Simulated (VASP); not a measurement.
# Pd (Fm-3m) in VASP: notebook

Pd is run at these levels: RPBE; tasks: single point, relaxation of cell and atoms.

Everything below comes from runs of VASP 6.6.1. Logs are shortened: lines on timing, memory, paths and dates and some standing lists are left out, and cuts for length are marked.

## 1. The cell of the first run

Symmetry: Fm-3m, No. 225, cubic system. The conventional cell has a = 4.139 Å, b = 4.139 Å, c = 4.139 Å, α = 90.00°, β = 90.00°, γ = 90.00°. Within 3.9 Å of Pd (site symmetry m-3m) lie 12 Pd at 2.93 Å.

## 2. Single point, RPBE, collinear spin, ferromagnetic start (volume scaled by 1.12)

INCAR reads:

```
ALGO = Normal
EDIFF = 1E-7
ENCUT = 520
GGA = RP
ISIF = 2
ISMEAR = -1
ISPIN = 2
LASPH = T
LCHARG = F
LMAXMIX = 4
LORBIT = 11
LREAL = F
LWAVE = F
MAGMOM = 0.356
NBANDS = 15
NELM = 150
PREC = Accurate
SIGMA = 0.05
```

KPOINTS reads:

```
k-points
0
Gamma
  22 22 22
```

POSCAR reads:

```
Pd
1.0
    0.0000000000      2.0696227126      2.0696227126
    2.0696227126      0.0000000000      2.0696227126
    2.0696227126      2.0696227126      0.0000000000
Pd
1
Direct
    0.0000000000      0.0000000000      0.0000000000
```

Potentials or basis: VASP PAW PBE potentials, release 64 (Pd).

Launch:

```sh
$ cat potpaw_PBE.64/Pd/POTCAR > POTCAR
$ mpirun -np 1 vasp_std > vasp.out
```

OUTCAR:

```text
EDIFF = 1E-7
   ENCUT = 520
   GGA = RP
   ISIF = 2
   ISMEAR = -1
   ISPIN = 2
   LASPH = T
   LORBIT = 11
   LREAL = F
   NELM = 150
   PREC = Accurate

 ion  position               nearest neighbor table
   1  0.000  0.000  0.000-

  LATTYP: Found a face centered cubic cell.
 ALAT       =     4.1392454252

  Lattice vectors:

 A1 = (   0.0000000000,   2.0696227126,   2.0696227126)
 A2 = (   2.0696227126,   0.0000000000,   2.0696227126)
 A3 = (   2.0696227126,   2.0696227126,   0.0000000000)

Analysis of symmetry for initial positions (statically):
=====================================================================
 Subroutine PRICEL returns:
 Original cell was already a primitive cell.

 Routine SETGRP: Setting up the symmetry group for a
 face centered cubic supercell.

 Subroutine GETGRP returns: Found 48 space group operations
 (whereof 48 operations were pure point group operations)
 out of a pool of 48 trial point group operations.

The static configuration has the point symmetry O_h .

Analysis of symmetry for dynamics (positions and initial velocities):
=====================================================================
 Subroutine PRICEL returns:
 Original cell was already a primitive cell.

 Routine SETGRP: Setting up the symmetry group for a
 face centered cubic supercell.

 Subroutine GETGRP returns: Found 48 space group operations
 (whereof 48 operations were pure point group operations)
 out of a pool of 48 trial point group operations.

The dynamic configuration has the point symmetry O_h .

Analysis of structural, dynamic, and magnetic symmetry:
=====================================================================
 Subroutine PRICEL returns:
 Original cell was already a primitive cell.

 Routine SETGRP: Setting up the symmetry group for a
 face centered cubic supercell.

 Subroutine GETGRP returns: Found 48 space group operations
 (whereof 48 operations were pure point group operations)
 out of a pool of 48 trial point group operations.

The overall configuration has the point symmetry O_h .

 Subroutine INISYM returns: Found 48 space group operations
 (whereof 48 operations are pure point group operations),
 and found     1 'primitive' translations

----------------------------------------------------------------------------------------

                                     Primitive cell

  volume of cell :      17.7298

  direct lattice vectors                    reciprocal lattice vectors
[... 123 lines left out ...]
 number of electron      10.0000000 magnetization       0.4004212

 Free energy of the ion-electron system (eV)
  ---------------------------------------------------
  ext. energy  EPLUGINS =         0.00000000
  ---------------------------------------------------
  free energy    TOTEN  =        -4.55385466 eV

  energy without entropy =       -4.53745256  energy(sigma->0) =       -4.54565361

 E-fermi :   7.1523     XC(G=0): -11.9415

 val. band max:        7.1521478722   @ k =  -0.4091   0.3182   0.0000
 cond. band min:       7.1589122504   @ k =   0.4091   0.1364   0.0000
 fundamental gap:      0.0067643782
 Fermi energy:         7.1523024535

 spin component 1

 k-point     1 :       0.0000    0.0000    0.0000
  band No.  band energies     occupation
      1       1.3342      1.00000
      2       4.8384      1.00000
      3       4.8384      1.00000
      4       4.8384      1.00000
      5       6.0529      1.00000
      6       6.0529      1.00000
      7      24.0626      0.00000
      8      27.8351      0.00000
      9      27.8351      0.00000
     10      27.8351      0.00000
     11      32.4311      0.00000
     12      34.1251      0.00000
     13      34.2456      0.00000
     14      34.2456      0.00000
[... 403 lines left out ...]
      4       6.6959      0.99989
      5       6.8519      0.99755
      6       8.6441      0.00000
      7      13.2791      0.00000
      8      23.4029      0.00000
      9      25.9268      0.00000
     10      26.4119      0.00000
     11      31.6744      0.00000
     12      31.7947      0.00000
     13      33.8417      0.00000
     14      35.0884      0.00000
     15      40.0256      0.00000

 [... further k-points ...]

 spin component 2

 k-point     1 :       0.0000    0.0000    0.0000
  band No.  band energies     occupation
      1       1.3354      1.00000
      2       5.1655      1.00000
      3       5.1655      1.00000
      4       5.1655      1.00000
      5       6.3048      1.00000
      6       6.3048      1.00000
      7      24.0253      0.00000
      8      27.8147      0.00000
      9      27.8147      0.00000
     10      27.8147      0.00000
     11      32.3727      0.00000
     12      34.2822      0.00000
     13      34.2822      0.00000
     14      34.2822      0.00000
[... 403 lines left out ...]
      4       6.9827      0.96744
      5       7.1818      0.35663
      6       8.6707      0.00000
      7      13.4557      0.00000
      8      23.3563      0.00000
      9      25.9764      0.00000
     10      26.4625      0.00000
     11      31.6796      0.00000
     12      31.7979      0.00000
     13      34.2212      0.00000
     14      35.2571      0.00000
     15      40.1802      0.00000

 [... further k-points ...]

------------------------ aborting loop because EDIFF is reached ----------------------------------------

  FORCE on cell =-STRESS in cart. coord.  units (eV):
  Direction    XX          YY          ZZ          XY          YZ          ZX
  --------------------------------------------------------------------------------------
  -------------------------------------------------------------------------------------
  Total       -1.3508209     -1.3508209     -1.3508209     -0.0000000      0.0000000      0.0000000
  in kB     -122.0688365   -122.0688365   -122.0688365     -0.0000000      0.0000000      0.0000000
  external PRESSURE =    -122.0688365 kB  Pullay stress =       0.0000000 kB

 VOLUME and BASIS-vectors are now :
 -----------------------------------------------------------------------------
  energy-cutoff  :      520.00
  volume of cell :       17.73
      direct lattice vectors                 reciprocal lattice vectors
     0.000000000  2.069622713  2.069622713    -0.241589927  0.241589927  0.241589927
     2.069622713  0.000000000  2.069622713     0.241589927 -0.241589927  0.241589927
     2.069622713  2.069622713  0.000000000     0.241589927  0.241589927 -0.241589927

 POSITION                                       TOTAL-FORCE (eV/Angst)
 -----------------------------------------------------------------------------------
      0.00000      0.00000      0.00000         0.000000      0.000000     -0.000000
 -----------------------------------------------------------------------------------
    total drift:                               -0.000000      0.000000     -0.000000

  FREE ENERGIE OF THE ION-ELECTRON SYSTEM (eV)
  ---------------------------------------------------
  free  energy   TOTEN  =        -4.5538546575 eV

  energy  without entropy=       -4.5374525596  energy(sigma->0) =       -4.54565361

 total charge

# of ion       s       p       d       tot
------------------------------------------
    1        0.408   0.312   8.420   9.140

 magnetization (x)

# of ion       s       p       d       tot
------------------------------------------
    1       -0.003  -0.008   0.420   0.409
```

OSZICAR:

```text
N       E                     dE             d eps       ncg     rms          rms(c)
DAV:   1     0.464284193858E+02    0.46428E+02   -0.45037E+03 19768   0.577E+02
DAV:   2    -0.391129625825E+01   -0.50340E+02   -0.48053E+02 25056   0.153E+02
DAV:   3    -0.471149450520E+01   -0.80020E+00   -0.79652E+00 26008   0.194E+01
DAV:   4    -0.471435273337E+01   -0.28582E-02   -0.28581E-02 23719   0.122E+00
DAV:   5    -0.471437916510E+01   -0.26432E-04   -0.26432E-04 26263   0.108E-01    0.442E+00
DAV:   6    -0.455620220013E+01    0.15818E+00   -0.81211E-01 27471   0.535E+00    0.235E+00
DAV:   7    -0.455447422511E+01    0.17280E-02   -0.35541E-03 22943   0.438E-01    0.138E+00
DAV:   8    -0.455380664203E+01    0.66758E-03   -0.26377E-03 25845   0.266E-01    0.200E-01
DAV:   9    -0.455384040560E+01   -0.33764E-04   -0.35015E-05 24538   0.414E-02    0.292E-02
DAV:  10    -0.455385240669E+01   -0.12001E-04   -0.13309E-05 25273   0.200E-02    0.137E-02
DAV:  11    -0.455385410969E+01   -0.17030E-05   -0.72052E-06 25007   0.130E-02    0.641E-03
DAV:  12    -0.455385443590E+01   -0.32621E-06   -0.18702E-07 23653   0.244E-03    0.415E-03
DAV:  13    -0.455385464877E+01   -0.21287E-06   -0.52227E-07 21494   0.317E-03    0.611E-04
DAV:  14    -0.455385465749E+01   -0.87124E-08   -0.22736E-08 12458   0.866E-04
   1 F= -.45538547E+01 E0= -.45456536E+01  d E =-.164021E-01  mag=     0.4004
```

stdout:

```text
POSCAR found type information on POSCAR Pd
 POSCAR found :  1 types and       1 ions
 scaLAPACK will be used
 -----------------------------------------------------------------------------
|                                                                             |
|                                                                             |
|     You enforced a specific xc type in the INCAR file but a different       |
|     I HOPE YOU KNOW WHAT YOU ARE DOING!                                     |
|                                                                             |
 -----------------------------------------------------------------------------

 LDA part: xc-table for (Slater+PW92), standard interpolation
 POSCAR, INCAR and KPOINTS ok, starting setup
 FFT: planning ... GRIDC
 FFT: planning ... GRID_SOFT
 FFT: planning ... GRID
 WAVECAR not read
 entering main loop
```

Wall time 94 s (1 thread of Intel Xeon Platinum 8375C at 2.90GHz (Ice Lake), shared host); peak memory 0.26 GiB.

What came out:

| Property | Result |
| --- | --- |
| Free energy | -4.5539 eV |
| Pressure | -12.2 GPa |
| Net moment | 0.40 μB per cell |
| Site moments | Pd +0.41 μB |
| Valence electrons inside the program's atomic spheres | Pd 9.14 |

Caveat: the cell differs from its parent crystal (volume scaled by 1.12); the PAW data sets were made with another functional, which shifts forces and pressure a little.

## 3. Single point, RPBE, non-collinear spin, typed start, spin-orbit coupling

This run uses another cell than the first one, of 15.83 Å³/atom, 0.893 times its volume.

INCAR reads:

```
SYSTEM = Pd
PREC = Accurate
ENCUT = 520
EDIFF = 1E-7
ISMEAR = -1
SIGMA = 0.05
LREAL = .FALSE.
LASPH = .TRUE.
NELM = 150
ALGO = Normal
ISIF = 2
LWAVE = .FALSE.
LCHARG = .FALSE.
LNONCOLLINEAR = .TRUE.
MAGMOM = 0 0 0.356
LORBIT = 11
LSORBIT = .TRUE.
GGA_COMPAT = .FALSE.
LORBMOM = .TRUE.
LMAXMIX = 4
GGA = RP
NBANDS = 21
```

KPOINTS reads:

```
regular mesh
0
G
  14 14 14
  0 0 0
```

POSCAR reads:

```
Pd
1.0
    0.0000000000      1.9928984723      1.9928984723
    1.9928984723      0.0000000000      1.9928984723
    1.9928984723      1.9928984723      0.0000000000
Pd
1
Direct
    0.0000000000      0.0000000000      0.0000000000
```

Potentials or basis: VASP PAW PBE potentials, release 64 (Pd).

Launch:

```sh
$ cat potpaw_PBE.64/Pd/POTCAR > POTCAR
$ mpirun -np 1 vasp_ncl > vasp.out
```

Run time: 6.3 min. Hardware: 1 thread of Intel Xeon Platinum 8375C at 2.90GHz (Ice Lake), shared host; peak memory 0.34 GiB.

The run converged. Its results:

| Property | Result |
| --- | --- |
| Free energy | -4.6767 eV |
| Pressure | -0.2 GPa |
| Net moment | 0.37 μB per cell |
| Valence electrons inside the program's atomic spheres | Pd 9.31 |

Moments on the atoms (μB; x, y, z):
```
Pd  0.00 0.00 0.37
```

Caveat: the PAW data sets were made with another functional, which shifts forces and pressure a little.

## 4. Single point, RPBE

This run uses another cell than the first one, of 15.82 Å³/atom, 0.892 times its volume.

INCAR reads:

```
SYSTEM = Pd
  PREC = Accurate
  ENCUT = 520
  EDIFF = 1E-7
  ISMEAR = -1
  SIGMA = 0.1
  LREAL = .FALSE.
  LASPH = .TRUE.
  NELM = 80
  ALGO = Normal
  ISIF = 2
  LWAVE = .FALSE.
  LCHARG = .FALSE.
  GGA = RP
  NBANDS = 11
```

KPOINTS is that of step 3.

POSCAR reads:

```
Pd
1.0
    0.0000000000      1.9925547369      1.9925547369
    1.9925547369      0.0000000000      1.9925547369
    1.9925547369      1.9925547369      0.0000000000
Pd
1
Direct
    0.0000000000      0.0000000000      0.0000000000
```

Launch:

```sh
$ cat potpaw_PBE.64/Pd/POTCAR > POTCAR
$ mpirun -np 1 vasp_std > vasp.out
```

It took 9.3 s on 1 thread of Intel Xeon Platinum 8375C at 2.90GHz (Ice Lake), shared host; peak memory 0.15 GiB.

The run converged. Its results:

* Free energy: -4.6607 eV
* Pressure: -0.3 GPa
* Band gap on the k mesh: zero (band 5 reaches 9.00 eV, above the bottom of band 6 at 7.59 eV)

Levels at points of the mesh, in eV from the Fermi level:
```
           k point  band 3  band 4  band 5  band 6  band 7  band 8
(0.00, 0.00, 0.00)   -2.55   -2.55   -1.13   -1.13   17.11   21.52
(0.50, 0.00, 0.00)   -2.59   -0.06   -0.06    1.18    6.80   16.45
(0.50, 0.50, 0.00)   -0.09    0.22    0.22    3.38   10.08   12.85
```

Caveat: the PAW data sets were made with another functional, which shifts forces and pressure a little.

## 5. Single point, RPBE (volume scaled by 0.88)

INCAR, as its differences from that of step 4:

```diff
@@ -3,3 +3,3 @@
   ENCUT = 520
-  EDIFF = 1E-7
+  EDIFF = 1E-6
   ISMEAR = -1
@@ -8,3 +8,3 @@
   LASPH = .TRUE.
-  NELM = 80
+  NELM = 100
   ALGO = Normal
```

KPOINTS reads:

```
Automatic mesh
0
G
  22 22 22
  0 0 0
```

POSCAR reads:

```
Pd
1.0
    0.0000000000      1.9094332665      1.9094332665
    1.9094332665      0.0000000000      1.9094332665
    1.9094332665      1.9094332665      0.0000000000
Pd
1
Direct
    0.0000000000      0.0000000000      0.0000000000
```

Launch:

```sh
$ cat potpaw_PBE.64/Pd/POTCAR > POTCAR
$ mpirun -np 1 vasp_std > vasp.out
```

It took 22 s on 1 thread of Intel Xeon Platinum 8375C at 2.90GHz (Ice Lake), shared host; peak memory 0.16 GiB.

It converged, with:

| Property | Result |
| --- | --- |
| Free energy | -4.5315 eV |
| Pressure | 26.0 GPa |
| Band gap on the k mesh | zero (band 5 reaches 11.22 eV, above the bottom of band 6 at 9.46 eV) |

Levels at points of the mesh, in eV from the Fermi level:
```
           k point  band 2  band 3  band 4  band 5  band 6  band 7  band 8  band 9
(0.00, 0.00, 0.00)   -3.13   -3.13   -3.13   -1.37   -1.37   17.17   22.31   22.31
(0.50, 0.00, 0.00)   -3.19   -3.19   -0.05   -0.05    0.89    7.81   16.55   21.70
(0.50, 0.50, 0.00)   -5.61   -0.09    0.30    0.30    3.36   11.40   13.55   13.55
```

Caveat: the cell differs from its parent crystal (volume scaled by 0.88); the PAW data sets were made with another functional, which shifts forces and pressure a little.

(Continued in part 2 of 2.)
